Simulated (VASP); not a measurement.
# WO (F-43m) in VASP: a series of runs

WO is run at these levels: PBE+U; tasks: single point, relaxation of cell and atoms.

Everything below comes from runs of VASP 6.6.1. Logs are shortened: lines on timing, memory, paths and dates and some standing lists are left out, and cuts for length are marked.

### 1 The cell of the first run

It takes space group F-43m (No. 216, cubic). The conventional cell has a = 4.982 Å, b = 4.982 Å, c = 4.982 Å, α = 90.00°, β = 90.00°, γ = 90.00°. W (site symmetry -43m) has 4 O at 2.16 Å within 2.9 Å. Within 2.9 Å of O (site symmetry -43m) lie 4 W at 2.16 Å.

### 2 Single point, PBE+U, collinear spin, ferromagnetic start

INCAR

```
SYSTEM = WO
PREC = Accurate ; ENCUT = 520
EDIFF = 1E-6 ; ISMEAR = 0
SIGMA = 0.02 ; LREAL = .FALSE.
LASPH = .TRUE. ; NELM = 150
ALGO = Normal ; ISIF = 2
LWAVE = .FALSE. ; LCHARG = .FALSE.
ISPIN = 2 ; MAGMOM = 1 0
LORBIT = 11 ; LMAXMIX = 4
LDAU = .TRUE. ; LDAUTYPE = 2
LDAUL = 2 -1 ; LDAUU = 6.2 0
LDAUJ = 0 0 ; LDAUPRINT = 1
GGA = PE ; NBANDS = 21
```

KPOINTS

```
Automatic mesh
0
G
  10 10 10
  0 0 0
```

POSCAR

```
WO
1.0
    0.0000000000      2.4907701873      2.4907701873
    2.4907701873      0.0000000000      2.4907701873
    2.4907701873      2.4907701873      0.0000000000
W O
1 1
Direct
    0.0000000000      0.0000000000      0.0000000000
    0.2500000000      0.2500000000      0.2500000000
```

Potentials or basis: VASP PAW PBE potentials, release 64 (W_sv, O).

Started as:

```
cat potpaw_PBE.64/W_sv/POTCAR potpaw_PBE.64/O/POTCAR > POTCAR
mpirun -np 1 vasp_std > vasp.out
```

OUTCAR:

```text
SYSTEM = WO
   PREC = Accurate
   ENCUT = 520
   EDIFF = 1E-6
   ISMEAR = 0
   LREAL = .FALSE.
   LASPH = .TRUE.
   NELM = 150
   ISIF = 2
   ISPIN = 2
   LORBIT = 11
   GGA = PE

 ion  position               nearest neighbor table
   1  0.000  0.000  0.000-   2 2.16   2 2.16   2 2.16   2 2.16
   2  0.250  0.250  0.250-   1 2.16   1 2.16   1 2.16   1 2.16

  LATTYP: Found a face centered cubic cell.
 ALAT       =     4.9815403746

  Lattice vectors:

 A1 = (   0.0000000000,   2.4907701873,   2.4907701873)
 A2 = (   2.4907701873,   0.0000000000,   2.4907701873)
 A3 = (   2.4907701873,   2.4907701873,   0.0000000000)

Analysis of symmetry for initial positions (statically):
=====================================================================
 Subroutine PRICEL returns:
 Original cell was already a primitive cell.

 Routine SETGRP: Setting up the symmetry group for a
 face centered cubic supercell.

 Subroutine GETGRP returns: Found 24 space group operations
 (whereof 24 operations were pure point group operations)
 out of a pool of 48 trial point group operations.

The static configuration has the point symmetry T_d .

Analysis of symmetry for dynamics (positions and initial velocities):
=====================================================================
 Subroutine PRICEL returns:
 Original cell was already a primitive cell.

 Routine SETGRP: Setting up the symmetry group for a
 face centered cubic supercell.

 Subroutine GETGRP returns: Found 24 space group operations
 (whereof 24 operations were pure point group operations)
 out of a pool of 48 trial point group operations.

The dynamic configuration has the point symmetry T_d .

Analysis of structural, dynamic, and magnetic symmetry:
=====================================================================
 Subroutine PRICEL returns:
 Original cell was already a primitive cell.

 Routine SETGRP: Setting up the symmetry group for a
 face centered cubic supercell.

 Subroutine GETGRP returns: Found 24 space group operations
 (whereof 24 operations were pure point group operations)
 out of a pool of 48 trial point group operations.

The overall configuration has the point symmetry T_d .

 Subroutine INISYM returns: Found 24 space group operations
 (whereof 24 operations are pure point group operations),
 and found     1 'primitive' translations

----------------------------------------------------------------------------------------

                                     Primitive cell

  volume of cell :      30.9052

  direct lattice vectors                    reciprocal lattice vectors
     0.000000000  2.490770187  2.490770187    -0.200741121  0.200741121  0.200741121
     2.490770187  0.000000000  2.490770187     0.200741121 -0.200741121  0.200741121
     2.490770187  2.490770187  0.000000000     0.200741121  0.200741121 -0.200741121

  length of vectors
     3.522480980  3.522480980  3.522480980     0.347693821  0.347693821  0.347693821

  position of ions in fractional coordinates (direct lattice)
     0.000000000  0.000000000  0.000000000
     0.250000000  0.250000000  0.250000000

  ion indices of the primitive-cell ions
   primitive index   ion index
                 1           1
                 2           2

----------------------------------------------------------------------------------------

 KPOINTS: Automatic mesh

Automatic generation of k-mesh.
 Grid dimensions read from file:
 generate k-points for:   10   10   10

 Generating k-lattice:

  Cartesian coordinates                     Fractional coordinates (reciprocal lattice)
[... 58 lines left out ...]
   ENCUT  =  520.0 eV  38.22 Ry    6.18 a.u.   6.55  6.55  6.55*2*pi/ulx,y,z
   NELM   =    150;   NELMIN=  2; NELMDL= -5     # of ELM steps
   EDIFF  = 0.1E-05   stopping-criterion for ELM
   LREAL  =      F    real-space projection
   EDIFFG = 0.1E-04   stopping-criterion for IOM
   NSW    =      0    number of steps for IOM
   IBRION =     -1    ionic relax: 0-MD 1-quasi-New 2-CG
   NFREE  =      0    steps in history (QN), initial steepest desc. (CG)
   ISIF   =      2    stress and relaxation
   ISYM   =      2    0-nonsym 1-usesym 2-fastsym
   POTIM  = 0.5000    time-step for ionic-motion
   TEBEG  =    0.0;   TEEND  =   0.0 temperature during run
   PSTRESS=    0.0 pullay stress
   NELECT =      20.0000    total number of electrons
   NUPDOWN=      -1.0000    fix difference up-down
   EMIN   =  10.00;   EMAX   =-10.00  energy-range for DOS
   EFERMI =   0.00;   METHOD = LEGACY
   ISMEAR =     0;   SIGMA  =   0.02  broadening in eV -4-tet -1-fermi 0-gaus
   EFERMI_NEDOS =   21; number of points for ismear=-14 and -15
   IALGO  =     38    algorithm
   IMIX   =      4    mixing-type and parameters
     AMIX     =   0.40;   BMIX     =  1.00
     AMIX_MAG =   1.60;   BMIX_MAG =  1.00
  volume/ion in A,a.u.               =      15.45       104.28
  Fermi-wavevector in a.u.,A,eV,Ry     =   1.416037  2.675921 27.281857  2.005160
  Thomas-Fermi vector in A             =   2.537413
   LORBIT       =     11    0 simple, 1 ext, 2 COOP (PROOUT), +10 PAW based schemes
 LDA+U is selected, type is set to LDAUTYPE =  2
   angular momentum for each species LDAUL =     2   -1
   U (eV)           for each species LDAUU =   6.2  0.0
   J (eV)           for each species LDAUJ =   0.0  0.0
   GGA     = PE    functional components
   LHFCALC =     F    Hartree Fock is set to
   AEXX    =    0.0000 exact exchange contribution
   IVDW    =     0    specifies the selected vdW correction
   LEPSILON=     F    determine dielectric tensor
   LRPA    =     F    only Hartree local field effects (RPA)
 spin polarized calculation
 Gauss-broadening in eV      SIGMA  =   0.02
  energy-cutoff  :      520.00
  volume of cell :       30.91
 maximum number of plane-waves:       869
 NGX is ok and might be reduce to    28
   NGX = 13   NGY = 13   NGZ = 13

atom =   1  type =  1  l = 2

 onsite density matrix

spin component  1

  0.2462  0.0000 -0.0000 -0.0000  0.0000
  0.0000  0.2462 -0.0000  0.0000 -0.0000
 -0.0000 -0.0000  0.8196 -0.0000 -0.0000
 -0.0000  0.0000 -0.0000  0.2462 -0.0000
  0.0000 -0.0000 -0.0000 -0.0000  0.8196

spin component  2

  0.1957 -0.0000 -0.0000  0.0000  0.0000
 -0.0000  0.1957 -0.0000  0.0000 -0.0000
 -0.0000 -0.0000  0.0350 -0.0000 -0.0000
  0.0000  0.0000 -0.0000  0.1957 -0.0000
  0.0000 -0.0000 -0.0000 -0.0000  0.0350

 occupancies and eigenvectors

  o =  0.0350  v =  0.0000  0.0000  0.0000  0.0000  0.0000  0.0000 -0.0000  0.9981  0.0000  0.0623      0.0000  0.0000  0.0000  0.0000  0.0000  0.0000  0.0000  0.0000  0.0000  0.0000
  o =  0.0350  v =  0.0000  0.0000  0.0000  0.0000  0.0000  0.0000  0.0000 -0.0623  0.0000  0.9981      0.0000  0.0000  0.0000  0.0000  0.0000  0.0000  0.0000  0.0000  0.0000  0.0000
  o =  0.1957  v =  0.0000  0.0000  0.0000  0.0000  0.0000  1.0000  0.0000  0.0000  0.0000  0.0000      0.0000  0.0000  0.0000  0.0000  0.0000  0.0000  0.0000  0.0000  0.0000  0.0000
  o =  0.1957  v =  0.0000  0.0000  0.0000  0.0000  0.0000  0.0000 -0.1283  0.0000 -0.9917  0.0000      0.0000  0.0000  0.0000  0.0000  0.0000  0.0000  0.0000  0.0000  0.0000  0.0000
  o =  0.1957  v =  0.0000  0.0000  0.0000  0.0000  0.0000  0.0000 -0.9917 -0.0000  0.1283  0.0000      0.0000  0.0000  0.0000  0.0000  0.0000  0.0000  0.0000  0.0000  0.0000  0.0000
  o =  0.2462  v =  0.0000  0.0524 -0.0000 -0.9986 -0.0000  0.0000  0.0000  0.0000  0.0000  0.0000      0.0000  0.0000  0.0000  0.0000  0.0000  0.0000  0.0000  0.0000  0.0000  0.0000
  o =  0.2462  v =  1.0000  0.0000  0.0000  0.0000  0.0000  0.0000  0.0000  0.0000  0.0000  0.0000      0.0000  0.0000  0.0000  0.0000  0.0000  0.0000  0.0000  0.0000  0.0000  0.0000
  o =  0.2462  v =  0.0000  0.9986  0.0000  0.0524  0.0000  0.0000  0.0000  0.0000  0.0000  0.0000      0.0000  0.0000  0.0000  0.0000  0.0000  0.0000  0.0000  0.0000  0.0000  0.0000
  o =  0.8196  v =  0.0000  0.0000 -0.1366 -0.0000  0.9906  0.0000  0.0000  0.0000  0.0000  0.0000      0.0000  0.0000  0.0000  0.0000  0.0000  0.0000  0.0000  0.0000  0.0000  0.0000
  o =  0.8196  v =  0.0000  0.0000 -0.9906  0.0000 -0.1366  0.0000  0.0000  0.0000  0.0000  0.0000      0.0000  0.0000  0.0000  0.0000  0.0000  0.0000  0.0000  0.0000  0.0000  0.0000

 number of electron      20.0000002 magnetization       1.9997965

 Free energy of the ion-electron system (eV)
  ---------------------------------------------------
  ext. energy  EPLUGINS =         0.00000000
  ---------------------------------------------------
  free energy    TOTEN  =       -12.91542157 eV

  energy without entropy =      -12.91542157  energy(sigma->0) =      -12.91542157

 E-fermi :   7.5812     XC(G=0): -11.3405

 val. band max:        7.4743487955   @ k =   0.3000   0.3000   0.0000
 cond. band min:       8.1881570403   @ k =   0.3000   0.2000   0.0000
 fundamental gap:      0.7138082448
 Fermi energy:         7.5812069867

 spin component 1

 k-point     1 :       0.0000    0.0000    0.0000
  band No.  band energies     occupation
      1     -69.0991      1.00000
      2     -33.2664      1.00000
      3     -33.2664      1.00000
      4     -33.2663      1.00000
      5     -13.5366      1.00000
      6       0.2881      1.00000
[... 1145 lines left out ...]
     20      26.8458      0.00000
     21      29.1314      0.00000

 [... further k-points ...]
[... 5 lines left out ...]
  --------------------------------------------------------------------------------------
  -------------------------------------------------------------------------------------
  Total       -2.0981938     -2.0981938     -2.0981938      0.0000000     -0.0000000      0.0000000
  in kB     -108.7740270   -108.7740270   -108.7740270      0.0000000     -0.0000000      0.0000000
  external PRESSURE =    -108.7740270 kB  Pullay stress =       0.0000000 kB

 VOLUME and BASIS-vectors are now :
 -----------------------------------------------------------------------------
  energy-cutoff  :      520.00
  volume of cell :       30.91
      direct lattice vectors                 reciprocal lattice vectors
     0.000000000  2.490770187  2.490770187    -0.200741121  0.200741121  0.200741121
     2.490770187  0.000000000  2.490770187     0.200741121 -0.200741121  0.200741121
     2.490770187  2.490770187  0.000000000     0.200741121  0.200741121 -0.200741121

 POSITION                                       TOTAL-FORCE (eV/Angst)
 -----------------------------------------------------------------------------------
      0.00000      0.00000      0.00000         0.000000      0.000000      0.000000
      1.24539      1.24539      1.24539        -0.000000     -0.000000     -0.000000
 -----------------------------------------------------------------------------------
    total drift:                                0.000000      0.000000      0.000000

  FREE ENERGIE OF THE ION-ELECTRON SYSTEM (eV)
  ---------------------------------------------------
  free  energy   TOTEN  =       -12.9154215715 eV

  energy  without entropy=      -12.9154215715  energy(sigma->0) =      -12.91542157

 total charge

# of ion       s       p       d       tot
------------------------------------------
    1        2.280   6.205   2.997  11.482
    2        1.567   3.472   0.000   5.039
--------------------------------------------------
tot          3.847   9.677   2.997  16.521

 magnetization (x)

# of ion       s       p       d       tot
------------------------------------------
    1        0.026   0.012   1.706   1.744
    2       -0.000   0.016   0.000   0.015
--------------------------------------------------
tot          0.026   0.027   1.706   1.759
```

It took 38 s on 1 thread of AMD EPYC 9R45 (Zen 5), shared host; peak memory 0.17 GiB.

Results:

| Quantity | Value |
| --- | --- |
| Free energy | -12.9154 eV |
| Pressure | -10.9 GPa |
| Band gap on the k mesh | 0.71 eV, indirect (least direct gap 1.07 eV) |
| Net moment | 2.00 μB per cell |
| Site moments | W +1.74; O +0.01 μB |
| Valence electrons inside the program's atomic spheres | W 11.48; O 5.04 |

Eigenvalues of the final occupation matrices:
| site | spin | trace | eigenvalues |
| --- | --- | --- | --- |
| site 1 d | 1 | 2.38 | 0.25 0.25 0.25 0.82 0.82 |
| site 1 d | 2 | 0.66 | 0.04 0.04 0.20 0.20 0.20 |

Caveat: spin-orbit coupling is left out, which moves the levels of the heavy elements. The state reached can hang on the start; a lower one may exist.

### 3 Single point, PBE+U, collinear spin, ferromagnetic start

This run uses another cell than the first one, of 16.58 Å³/atom, 1.073 times its volume.

INCAR

```
  PREC = Accurate
  ENCUT = 520
  EDIFF = 1E-6
  ISMEAR = 0
  SIGMA = 0.02
  LREAL = False
  LASPH = True
  NELM = 150
  ALGO = Normal
  ISIF = 2
  LWAVE = False
  LCHARG = True
  ISPIN = 2
  MAGMOM = 1 0
  LORBIT = 11
  LMAXMIX = 4
  LDAU = True
  LDAUTYPE = 2
  LDAUL = 2 -1
  LDAUU = 6.2 0
  LDAUJ = 0 0
  LDAUPRINT = 1
  GGA = PE
  LELF = True
  LVHAR = True
  NBANDS = 21
```

KPOINTS

```
Automatic mesh
0
Gamma
  10 10 10
```

POSCAR

```
WO
1.0
    0.0000000000      2.5497451025      2.5497451025
    2.5497451025      0.0000000000      2.5497451025
    2.5497451025      2.5497451025      0.0000000000
W O
1 1
Direct
    0.0000000000      0.0000000000      0.0000000000
    0.2500000000      0.2500000000      0.2500000000
```

Potentials or basis: VASP PAW PBE potentials, release 64 (W_sv, O).

Started as:

```
cat potpaw_PBE.64/W_sv/POTCAR potpaw_PBE.64/O/POTCAR > POTCAR
mpirun -np 1 vasp_std > vasp.out
```

Run time: 39 s. Hardware: 1 thread of AMD EPYC 9R45 (Zen 5), shared host; peak memory 0.17 GiB.

Results (log left out):

* Free energy: -12.7042 eV
* Pressure: -19.0 GPa
* Band gap on the k mesh: 0.70 eV, indirect (least direct gap 1.04 eV)
* Net moment: 2.00 μB per cell
* Site moments: W +1.76; O -0.00 μB
* Valence electrons inside the program's atomic spheres: W 11.40; O 5.00

Levels at points of the mesh, in eV from the valence-band top:
Spin up:
| k point | band 7 | band 8 | band 9 | band 10 | band 11 | band 12 | band 13 | band 14 | band 15 | band 16 |
| --- | --- | --- | --- | --- | --- | --- | --- | --- | --- | --- |
| (0.00, 0.00, 0.00) | -6.72 | -6.72 | -3.68 | -3.68 | -3.46 | 2.75 | 2.75 | 2.75 | 10.72 | 10.72 |
| (0.50, 0.00, 0.00) | -6.71 | -6.71 | -3.00 | -3.00 | -0.65 | 1.77 | 1.93 | 1.93 | 5.00 | 11.89 |
| (0.50, 0.50, 0.00) | -5.80 | -5.80 | -2.93 | -2.77 | -2.07 | 1.58 | 1.58 | 5.26 | 5.44 | 9.59 |
Spin down:
| k point | band 6 | band 7 | band 8 | band 9 | band 10 | band 11 | band 12 | band 13 |
| --- | --- | --- | --- | --- | --- | --- | --- | --- |
| (0.00, 0.00, 0.00) | -6.42 | -6.42 | -6.42 | -2.90 | 2.51 | 2.51 | 3.57 | 3.57 |
| (0.50, 0.00, 0.00) | -7.07 | -6.06 | -6.06 | -0.03 | 2.45 | 2.45 | 2.60 | 3.02 |
| (0.50, 0.50, 0.00) | -7.34 | -5.66 | -5.66 | -1.47 | 1.44 | 2.69 | 2.69 | 3.75 |

Eigenvalues of the final occupation matrices:
```csv
site,spin,trace,eigenvalues
site 1 d,1,2.36,0.24 0.24 0.24 0.82 0.82
site 1 d,2,0.62,0.03 0.03 0.19 0.19 0.19
```

Caveat: spin-orbit coupling is left out, which moves the levels of the heavy elements.

### 4 Relaxation of cell and atoms, PBE+U, collinear spin, ferromagnetic start

This run uses another cell than the first one, of 10.34 Å³/atom, 0.669 times its volume.

INCAR

```
SYSTEM = WO
PREC = Accurate
ENCUT = 600
EDIFF = 1E-7
ISMEAR = 0
SIGMA = 0.1
LREAL = .FALSE.
LASPH = .TRUE.
NELM = 150
ALGO = Normal
ISIF = 3
LWAVE = .FALSE.
LCHARG = .FALSE.
ISPIN = 2
MAGMOM = 0.86 0.13
LORBIT = 11
LMAXMIX = 4
LDAU = .TRUE.
LDAUTYPE = 2
LDAUL = 2 -1
LDAUU = 6.2 0
LDAUJ = 0 0
LDAUPRINT = 1
GGA = PE
IBRION = 2
NSW = 100
EDIFFG = -0.05
```

KPOINTS

```
regular mesh
0
G
  8 8 8
  0 0 0
```

POSCAR

```
WO
1.0
    0.0000000000      2.1784500668      2.1784500668
    2.1784500668      0.0000000000      2.1784500668
    2.1784500668      2.1784500668      0.0000000000
W O
1 1
Direct
    0.0000000000      0.0000000000      0.0000000000
    0.2500000000      0.2500000000      0.2500000000
```

Started as:

```
cat potpaw_PBE.64/W_sv/POTCAR potpaw_PBE.64/O/POTCAR > POTCAR
mpirun -np 1 vasp_std > vasp.out
```

It took 98 s on 1 thread of AMD EPYC 9R45 (Zen 5), shared host; peak memory 0.17 GiB.

It converged, with:

| Property | Result |
| --- | --- |
| Free energy | -12.9740 eV |
| Relaxed volume | 14.41 Å³/atom |
| Relaxed cell | a = 3.442 Å, b = 3.442 Å, c = 3.442 Å, α = 60.00°, β = 60.00°, γ = 60.00° |
| Space group after relaxing (to 0.05 Å) | F-43m (No. 216) |
| Energy gained by relaxing | 1625.5 meV/atom |
| Ionic steps | 5 |
| Pressure after relaxing | 0.3 GPa |
| Band gap on the k mesh | 0.67 eV, indirect (least direct gap 1.03 eV) |
| Net moment | 2.00 μB per cell |
| Site moments | W +1.72; O +0.03 μB |
| Valence electrons inside the program's atomic spheres | W 11.58; O 5.09 |

Step by step:
| step | energy change (eV) | largest force (eV/Å) | pressure (GPa) | volume (Å³) |
| --- | --- | --- | --- | --- |
| 1 | 0.0000 | 0.0000 | 109.83 | 20.68 |
| 2 | -0.1296 | 0.0000 | -27.75 | 49.96 |
| 3 | -3.1047 | 0.0000 | -15.03 | 31.75 |
| 4 | -3.2407 | 0.0000 | -4.53 | 29.60 |
| 5 | -3.2511 | 0.0000 | 0.33 | 28.83 |

Final structure:
```
CELL_PARAMETERS angstrom
0.00000 2.43369 2.43369
2.43369 0.00000 2.43369
2.43369 2.43369 0.00000
ATOMIC_POSITIONS crystal
W 0.00000 0.00000 0.00000
O 0.25000 0.25000 0.25000
```

Levels at points of the mesh, in eV from the valence-band top:
Spin up:
```tsv
k point	band 8	band 9	band 10	band 11	band 12	band 13	band 14
(0.00, 0.00, 0.00)	-7.65	-3.48	-3.48	-3.48	3.39	3.39	3.39
(0.50, 0.00, 0.00)	-7.54	-2.74	-2.74	-0.70	2.16	2.42	2.42
(0.50, 0.50, 0.00)	-6.46	-2.53	-2.46	-2.43	2.02	2.02	6.52
```
Spin down:
```csv
k point,band 5,band 6,band 7,band 8,band 9,band 10,band 11,band 12,band 13,band 14
"(0.00, 0.00, 0.00)",-21.36,-7.29,-7.29,-7.29,-2.87,2.61,2.61,4.20,4.20,4.20
"(0.50, 0.00, 0.00)",-20.79,-7.79,-6.83,-6.83,-0.07,2.61,2.61,3.06,3.47,3.47
"(0.50, 0.50, 0.00)",-20.60,-8.25,-6.25,-6.25,-1.81,1.41,3.12,3.12,4.15,7.49
```

Eigenvalues of the final occupation matrices:
| site | spin | trace | eigenvalues |
| --- | --- | --- | --- |
| site 1 d | 1 | 2.40 | 0.26 0.26 0.26 0.81 0.81 |
| site 1 d | 2 | 0.70 | 0.04 0.04 0.21 0.21 0.21 |

Caveat: the electronic state changed during the relaxation; the volume moved by over 15 % at a fixed basis, so the end points are rough; spin-orbit coupling is left out, which moves the levels of the heavy elements. The state reached can hang on the start; a lower one may exist.

### 5 The runs side by side

| task | cell | k mesh | cutoff (eV) | smearing | gap on the mesh (eV) | pressure (GPa) | moment (μB) |
| --- | --- | --- | --- | --- | --- | --- | --- |
| single point | a = 3.522 Å, angles 60.0°, 2 atoms | 10 × 10 × 10 | 520 | gaussian 0.02 eV | 0.71 | -10.9 | 2.00 |
| single point | a = 3.606 Å, angles 60.0°, 2 atoms | 10 × 10 × 10 | 520 | gaussian 0.02 eV | 0.70 | -19.0 | 2.00 |
| relaxation of cell and atoms | relaxed from a = 3.081 Å, angles 60.0°, 2 atoms | 8 × 8 × 8 | 600 | gaussian 0.1 eV | 0.67 | 0.3 | 2.00 |

Alike in all rows: level PBE+U; potentials or basis VASP PAW PBE potentials, release 64 (W_sv, O); spin collinear, ferromagnetic start; W d U = 6.2 eV.

Caveats: spin-orbit coupling is left out, which moves the levels of the heavy elements; the electronic state changed during the relaxation (some runs); the volume moved by over 15 % at a fixed basis, so the end points are rough (some runs).

Total energies depend on the potentials used, so only differences within one code and one set of settings carry meaning.
